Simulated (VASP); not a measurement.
# Ti (Cmcm) in VASP: notebook, part 2 of 2

VASP 6.6.1.

## 4. Single point, r2SCAN

POSCAR

```
Ti
1.0
    2.9500000000      0.0000000000      0.0000000000
   -1.4750000000      2.5547750000      0.0000000000
    0.0000000000      0.0000000000      4.6800000000
Ti
2
Direct
    0.3333333333      0.6666666667      0.2500000000
    0.6705809057      0.3411618114      0.7500000000
```

INCAR.step1

```
SYSTEM = Ti
PREC = Accurate
ENCUT = 520
ISMEAR = -1
SIGMA = 0.05
LREAL = .FALSE.
LASPH = .TRUE.
NELM = 80
NBANDS = 19
GGA = PE
ALGO = Normal
EDIFF = 1E-4
LWAVE = .TRUE.
LCHARG = .FALSE.
```

INCAR.step2

```
SYSTEM = Ti
PREC = Accurate
ENCUT = 520
EDIFF = 1E-7
ISMEAR = -1
SIGMA = 0.05
LREAL = .FALSE.
LASPH = .TRUE.
NELM = 80
ALGO = Normal
ISIF = 2
LWAVE = .FALSE.
LCHARG = .FALSE.
METAGGA = R2SCAN
LMIXTAU = .TRUE.
NBANDS = 19
ISTART = 1
```

KPOINTS

```
Automatic mesh
0
G
  11 11 6
  0 0 0
```

Potentials or basis: VASP PAW PBE potentials, release 64 (Ti_sv).

Started as:

```bash
$ cat potpaw_PBE.64/Ti_sv/POTCAR > POTCAR
$ cp INCAR.step1 INCAR
$ mpirun -np 1 vasp_std > vasp.out
$ cp INCAR.step2 INCAR
$ mpirun -np 1 vasp_std > vasp.out
```

OUTCAR:

```text
SYSTEM = Ti
   PREC = Accurate
   ENCUT = 520
   EDIFF = 1E-7
   ISMEAR = -1
   LREAL = .FALSE.
   LASPH = .TRUE.
   NELM = 80
   ISIF = 2
   METAGGA = R2SCAN
   ISTART = 1

 ion  position               nearest neighbor table
   1  0.333  0.667  0.250-   2 2.89   2 2.89   2 2.89   2 2.89   2 2.91   2 2.91
   2  0.671  0.341  0.750-   1 2.89   1 2.89   1 2.89   1 2.89   1 2.91   1 2.91

  LATTYP: Found a hexagonal cell.
 ALAT       =     2.9500000000
 C/A-ratio  =     1.5864406780

  Lattice vectors:

 A1 = (   2.9500000000,   0.0000000000,   0.0000000000)
 A2 = (  -1.4750000000,   2.5547750000,   0.0000000000)
 A3 = (   0.0000000000,   0.0000000000,   4.6800000000)

Analysis of symmetry for initial positions (statically):
=====================================================================
 Subroutine PRICEL returns:
 Original cell was already a primitive cell.

 Routine SETGRP: Setting up the symmetry group for a
 hexagonal supercell.

 Subroutine GETGRP returns: Found  8 space group operations
 (whereof  2 operations were pure point group operations)
 out of a pool of 24 trial point group operations.

The static configuration has the point symmetry C_1h.
 The point group associated with its full space group is D_2h.

Analysis of symmetry for dynamics (positions and initial velocities):
=====================================================================
 Subroutine PRICEL returns:
 Original cell was already a primitive cell.

 Routine SETGRP: Setting up the symmetry group for a
 hexagonal supercell.

 Subroutine GETGRP returns: Found  8 space group operations
 (whereof  2 operations were pure point group operations)
 out of a pool of 24 trial point group operations.

The dynamic configuration has the point symmetry C_1h.
 The point group associated with its full space group is D_2h.

 Subroutine INISYM returns: Found  8 space group operations
 (whereof  2 operations are pure point group operations),
 and found     1 'primitive' translations

----------------------------------------------------------------------------------------

                                     Primitive cell

  volume of cell :      35.2712

  direct lattice vectors                    reciprocal lattice vectors
     2.950000000  0.000000000  0.000000000     0.338983051  0.195711951  0.000000000
    -1.475000000  2.554775000  0.000000000     0.000000000  0.391423902  0.000000000
     0.000000000  0.000000000  4.680000000     0.000000000  0.000000000  0.213675214

  length of vectors
     2.950000000  2.950000051  4.680000000     0.391423909  0.391423902  0.213675214

  position of ions in fractional coordinates (direct lattice)
     0.333333333  0.666666667  0.250000000
     0.670580906  0.341161811  0.750000000

  ion indices of the primitive-cell ions
   primitive index   ion index
                 1           1
                 2           2

----------------------------------------------------------------------------------------

 KPOINTS: Automatic mesh

Automatic generation of k-mesh.
 Grid dimensions read from file:
 generate k-points for:   11   11    6

 Generating k-lattice:

  Cartesian coordinates                     Fractional coordinates (reciprocal lattice)
     0.030816641  0.017791996  0.000000000     0.090909091 -0.000000000  0.000000000
     0.000000000  0.035583991  0.000000000     0.000000000  0.090909091  0.000000000
     0.000000000  0.000000000  0.035612536     0.000000000  0.000000000  0.166666667

  Length of vectors
     0.035583992  0.035583991  0.035612536

  Shift w.r.t. Gamma in fractional coordinates (k-lattice)
     0.000000000  0.000000000  0.000000000

 Subroutine IBZKPT returns following result:
 ===========================================

 Found    144 irreducible k-points:

 Following reciprocal coordinates:
            Coordinates               Weight
  0.000000  0.000000  0.000000      1.000000
  0.090909  0.000000  0.000000      4.000000
  0.000000  0.090909  0.000000      2.000000
  0.181818  0.000000  0.000000      4.000000
  0.000000  0.181818  0.000000      2.000000
  0.272727  0.000000  0.000000      4.000000
[... 16 lines left out ...]
  0.454545  0.090909  0.000000      4.000000
 -0.090909 -0.454545  0.000000      2.000000
 [... further k-points ...]
   k-points           NKPTS =    144   k-points in BZ     NKDIM =    144   number of bands    NBANDS=     19
   number of dos      NEDOS =    301   number of ions     NIONS =      2
   total plane-waves  NPLWV =  20736
   dimension x,y,z NGX =    24 NGY =   24 NGZ =   36
   dimension x,y,z NGXF=    48 NGYF=   48 NGZF=   72
   ions per type =               2
   NGX,Y,Z   is equivalent  to a cutoff of  13.53, 13.53, 12.79 a.u.
   NGXF,Y,Z  is equivalent  to a cutoff of  27.05, 27.05, 25.58 a.u.
 SYSTEM =  Ti
   PREC   = accura    normal or accurate (medium, high low for compatibility)
   ISTART =      1    job   : 0-new  1-cont  2-samecut
   ICHARG =      0    charge: 1-file 2-atom 10-const
   ISPIN  =      1    spin polarized calculation?
   LNONCOLLINEAR =      F non collinear calculations
   LSORBIT =      F    spin-orbit coupling
   LASPH  =      T    aspherical Exc in radial PAW
   ENCUT  =  520.0 eV  38.22 Ry    6.18 a.u.   5.49  5.49  8.70*2*pi/ulx,y,z
   NELM   =     80;   NELMIN=  2; NELMDL=  0     # of ELM steps
   EDIFF  = 0.1E-06   stopping-criterion for ELM
   LREAL  =      F    real-space projection
   EDIFFG = 0.1E-05   stopping-criterion for IOM
   NSW    =      0    number of steps for IOM
   IBRION =     -1    ionic relax: 0-MD 1-quasi-New 2-CG
   NFREE  =      0    steps in history (QN), initial steepest desc. (CG)
   ISIF   =      2    stress and relaxation
   ISYM   =      2    0-nonsym 1-usesym 2-fastsym
   POTIM  = 0.5000    time-step for ionic-motion
   TEBEG  =    0.0;   TEEND  =   0.0 temperature during run
   PSTRESS=    0.0 pullay stress
   NELECT =      24.0000    total number of electrons
   NUPDOWN=      -1.0000    fix difference up-down
   EMIN   =  10.00;   EMAX   =-10.00  energy-range for DOS
   EFERMI =   0.00;   METHOD = LEGACY
   ISMEAR =    -1;   SIGMA  =   0.05  broadening in eV -4-tet -1-fermi 0-gaus
   EFERMI_NEDOS =   21; number of points for ismear=-14 and -15
   IALGO  =     38    algorithm
   IMIX   =      4    mixing-type and parameters
     AMIX     =   0.40;   BMIX     =  1.00
     AMIX_MAG =   1.60;   BMIX_MAG =  1.00
  volume/ion in A,a.u.               =      17.64       119.01
  Fermi-wavevector in a.u.,A,eV,Ry     =   1.439920  2.721054 28.209911  2.073370
  Thomas-Fermi vector in A             =   2.558722
   LORBIT       =      0    0 simple, 1 ext, 2 COOP (PROOUT), +10 PAW based schemes
   METAGGA = R2SCAN    functional components
   LHFCALC =     F    Hartree Fock is set to
   AEXX    =    0.0000 exact exchange contribution
   IVDW    =     0    specifies the selected vdW correction
   LEPSILON=     F    determine dielectric tensor
   LRPA    =     F    only Hartree local field effects (RPA)
 non-spin polarized calculation
  energy-cutoff  :      520.00
  volume of cell :       35.27
 maximum number of plane-waves:       971
 NGX is ok and might be reduce to    24
   NGX = 11   NGY = 11   NGZ = 17

 number of electron      24.0000001 magnetization

 Free energy of the ion-electron system (eV)
  ---------------------------------------------------
  ext. energy  EPLUGINS =         0.00000000
  ---------------------------------------------------
  free energy    TOTEN  =       -25.90411208 eV

  energy without entropy =      -25.88786985  energy(sigma->0) =      -25.89599096

 E-fermi :   8.2342     XC(G=0): -12.3189

 val. band max:        8.2291899893   @ k =   0.0000   0.1818   0.1667
 cond. band min:       8.2377851796   @ k =   0.4545   0.3636   0.3333
 fundamental gap:      0.0085951903
 Fermi energy:         8.2342497332

 k-point     1 :       0.0000    0.0000    0.0000
  band No.  band energies     occupation
      1     -51.0345      2.00000
      2     -50.9003      2.00000
      3     -26.5732      2.00000
      4     -25.9421      2.00000
      5     -25.9368      2.00000
      6     -25.8740      2.00000
[... 11 lines left out ...]
     18      10.0749      0.00000
     19      11.5220      0.00000

 k-point     2 :       0.0909    0.0000    0.0000
  band No.  band energies     occupation
      1     -51.0264      2.00000
      2     -50.8972      2.00000
      3     -26.5550      2.00000
      4     -25.9776      2.00000
      5     -25.9503      2.00000
      6     -25.8816      2.00000
[... 476 lines left out ...]
 k-point    24 :      -0.0909   -0.4545    0.0000
  band No.  band energies     occupation
      1     -50.9171      2.00000
      2     -50.8731      2.00000
      3     -26.4015      2.00000
      4     -26.2783      2.00000
      5     -26.2685      2.00000
      6     -26.1023      2.00000
[... 11 lines left out ...]
     18      11.9240      0.00000
     19      12.7661      0.00000

 [... further k-points ...]
[... 5 lines left out ...]
  --------------------------------------------------------------------------------------
  -------------------------------------------------------------------------------------
  Total       -0.2862919     -0.4207255     -0.4238476      0.0000000      0.0000000      0.0000000
  in kB      -13.0046631    -19.1112407    -19.2530595      0.0000000      0.0000000      0.0000000
  external PRESSURE =     -17.1229878 kB  Pullay stress =       0.0000000 kB

 VOLUME and BASIS-vectors are now :
 -----------------------------------------------------------------------------
  energy-cutoff  :      520.00
  volume of cell :       35.27
      direct lattice vectors                 reciprocal lattice vectors
     2.950000000  0.000000000  0.000000000     0.338983051  0.195711951  0.000000000
    -1.475000000  2.554775000  0.000000000     0.000000000  0.391423902  0.000000000
     0.000000000  0.000000000  4.680000000     0.000000000  0.000000000  0.213675214

 POSITION                                       TOTAL-FORCE (eV/Angst)
 -----------------------------------------------------------------------------------
     -0.00000      1.70318      1.17000        -0.000000      0.038014     -0.000000
      1.47500      0.87159      3.51000         0.000000     -0.038014      0.000000
 -----------------------------------------------------------------------------------
    total drift:                               -0.000000     -0.000025     -0.000000

  FREE ENERGIE OF THE ION-ELECTRON SYSTEM (eV)
  ---------------------------------------------------
  free  energy   TOTEN  =       -25.9041120768 eV

  energy  without entropy=      -25.8878698475  energy(sigma->0) =      -25.89599096
```

OSZICAR.step1:

```text
N       E                     dE             d eps       ncg     rms          rms(c)
DAV:   1     0.265732103369E+03    0.26573E+03   -0.13016E+04  5480   0.157E+03
DAV:   2     0.127313003735E+02   -0.25300E+03   -0.24900E+03  5633   0.442E+02
DAV:   3    -0.164559579193E+02   -0.29187E+02   -0.28828E+02 10237   0.123E+02
DAV:   4    -0.177459216752E+02   -0.12900E+01   -0.12884E+01  6233   0.267E+01
DAV:   5    -0.178099827604E+02   -0.64061E-01   -0.64054E-01  8166   0.423E+00    0.117E+01
DAV:   6    -0.156741196860E+02    0.21359E+01   -0.78289E+00  6352   0.279E+01    0.288E+00
DAV:   7    -0.156582149231E+02    0.15905E-01   -0.69542E-01  8262   0.602E+00    0.206E+00
DAV:   8    -0.156832469047E+02   -0.25032E-01   -0.19707E-01  6088   0.511E+00    0.683E-01
DAV:   9    -0.156752445877E+02    0.80023E-02   -0.45627E-02  6234   0.212E+00    0.684E-02
DAV:  10    -0.156755972351E+02   -0.35265E-03   -0.29039E-03  7977   0.317E-01    0.807E-02
DAV:  11    -0.156756584375E+02   -0.61202E-04   -0.13408E-04  4265   0.806E-02
   1 F= -.15675658E+02 E0= -.15665750E+02  d E =-.198169E-01
```

Wall time 5.7 min (1 thread of Intel Xeon Platinum 8375C at 2.90GHz (Ice Lake), shared host); peak memory 0.21 GiB.

What came out:

| Quantity | Value |
| --- | --- |
| Free energy | -25.9041 eV |
| Pressure | -1.7 GPa |
| Largest force | 0.038 eV/Å |
| Band gap on the k mesh | zero (band 12 reaches 9.08 eV, above the bottom of band 13 at 7.86 eV) |

Forces on the atoms (eV/Å):
```
Ti   0.000  0.038  0.000
Ti   0.000 -0.038  0.000
```

Stress tensor (GPa, compression positive):
```
-1.30  0.00  0.00
 0.00 -1.91  0.00
 0.00  0.00 -1.93
```

Caveat: the PAW data sets were made with another functional, which shifts forces and pressure a little.
